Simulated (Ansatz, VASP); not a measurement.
**Two plane-wave programs on Ru**

The input POSCAR:

```
Ru
1.0
    2.7059477279      0.0000000000      0.0000000000
   -1.3529738639      2.3434194737      0.0000000000
    0.0000000000      0.0000000000      4.2579056513
Ru
2
Direct
    0.3333333333      0.6666666667      0.2500000000
    0.6666666667      0.3333333333      0.7500000000
```

File INCAR.step1:

```
SYSTEM = Ru
ALGO = Normal ; EDIFF = 1E-4
ENCUT = 520 ; GGA = PE
ISMEAR = -1 ; LASPH = .TRUE.
LCHARG = .FALSE. ; LREAL = .FALSE.
LWAVE = .TRUE. ; NBANDS = 21
NELM = 60 ; PREC = Accurate
SIGMA = 0.03
```

The input INCAR.step2:

```
SYSTEM = Ru
ALGO = Normal ; EDIFF = 1E-7
ENCUT = 520 ; ISIF = 2
ISMEAR = -1 ; ISTART = 1
LASPH = .TRUE. ; LCHARG = .FALSE.
LMIXTAU = .TRUE. ; LREAL = .FALSE.
LWAVE = .FALSE. ; METAGGA = R2SCAN
NBANDS = 21 ; NELM = 60
PREC = Accurate ; SIGMA = 0.03
```

The input KPOINTS:

```
k-points
0
G
  13 13 8
  0 0 0
```

Input for Ansatz:

```yaml
crystal:
  lattice:
    - [2.7059477279, 0.0, 0.0]
    - [-1.3529738639, 2.3434194737, 0.0]
    - [0.0, 0.0, 4.2579056513]
  atoms:
    - { symbol: Ru, position: [0.3333333333, 0.6666666667, 0.25] }
    - { symbol: Ru, position: [0.6666666667, 0.3333333333, 0.75] }
hamiltonian:
  xc: r2scan
  pseudopotentials:
    kind: paw
    azcp:
      Ru: "pseudopotentials/Ru.paw.azcp"
basis:
  ecutwfc: 500
  fft_grid_basis: typed
kpoints:
  mp_grid: { grid: [13, 13, 8], shift: [0, 0, 0] }
magnetization:
  spin_polarized: false
scf:
  occupations: { method: fermi_dirac, width: 0.03 }
  lower_state_search: "off"
output:
  stress: true
```

Alike in both runs: task single point; functional r2SCAN; k mesh 13 × 13 × 8; occupations fermi-dirac, width 0.03 eV; no spin polarisation.

```csv
,VASP,Ansatz
version,VASP 6.6.1,Ansatz 0.2.0
potentials or method,"VASP PAW PBE potentials, release 64 (Ru_pv), cutoff 520 eV","plane waves (500 eV) with PAW, scalar-relativistic"
valence electrons in the cell,28,32
```

Ansatz gave:

- pressure (GPa): -0.2
- traceless stress, the component that is largest in VASP (GPa): -0.29

**Question.** Estimate VASP's values.

**Answer.** Pressure (GPa): 1.3; traceless stress, the component that is largest in VASP (GPa): -0.18.

VASP's potentials were made for PBE, not for r2SCAN. The functional is the same, so the differences come from potentials, cutoffs and numerics. VASP's potentials hold 28 valence electrons a cell and Ansatz's 32, so a difference there can come from the potentials and not from the codes.
